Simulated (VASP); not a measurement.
Set up this calculation in VASP 6.6.1, as the native input.

* Task: single point
* Functional: PBE
* Potentials or basis: VASP PAW PBE potentials, release 64 (W_sv)
* Cutoff: 500 eV
* k mesh: 17 × 17 × 17
* Occupations: methfessel-paxton, width 0.1 eV
* Spin: no spin polarisation
* Dipole correction: no
* Further INCAR settings: ALGO = Normal; EDIFF = 1e-06; NBANDS = 13

The structure of W lies in POSCAR:

```
W
1.0
   -1.5921028059      1.5921028059      1.5921028059
    1.5921028059     -1.5921028059      1.5921028059
    1.5921028059      1.5921028059     -1.5921028059
W
1
Direct
    0.0000000000      0.0000000000      0.0000000000
```

These files were run (other wordings do the same):

INCAR

```
ALGO     = Normal         # electronic algorithm
EDIFF    = 1E-6           # SCF threshold, eV
ENCUT    = 500            # plane-wave cutoff, eV
GGA      = PE             # functional
GGA_COMPAT= F            
ISIF     = 2              # what is computed and relaxed
ISMEAR   = 1              # smearing method
LASPH    = T              # aspherical terms in the spheres
LCHARG   = F              # write CHGCAR
LREAL    = F              # projectors in reciprocal space
LWAVE    = F              # write WAVECAR
NBANDS   = 13             # bands
NELM     = 120            # most SCF steps
PREC     = Accurate       # precision mode
SIGMA    = 0.1            # smearing width, eV
```

KPOINTS

```
k-points
0
Gamma
  17 17 17
```

Potentials or basis: VASP PAW PBE potentials, release 64 (W_sv).

The run is started by

```console
$ cat potpaw_PBE.64/W_sv/POTCAR > POTCAR
$ mpirun -np 1 vasp_std > vasp.out
```

Results of the run:

```yaml
Pressure: 0.5 GPa
Band_gap_on_the_k_mesh: zero (band 7 reaches 15.81 eV, above the bottom of band 8 at 9.98 eV)
```

Caveat: spin-orbit coupling is left out, which moves the levels of the heavy elements.

It took 17 s on 1 thread of Intel(R) Xeon(R) Platinum 8259CL CPU @ 2.50GHz (Skylake/Cascade Lake) (shared host), peak memory 0.15 GiB.
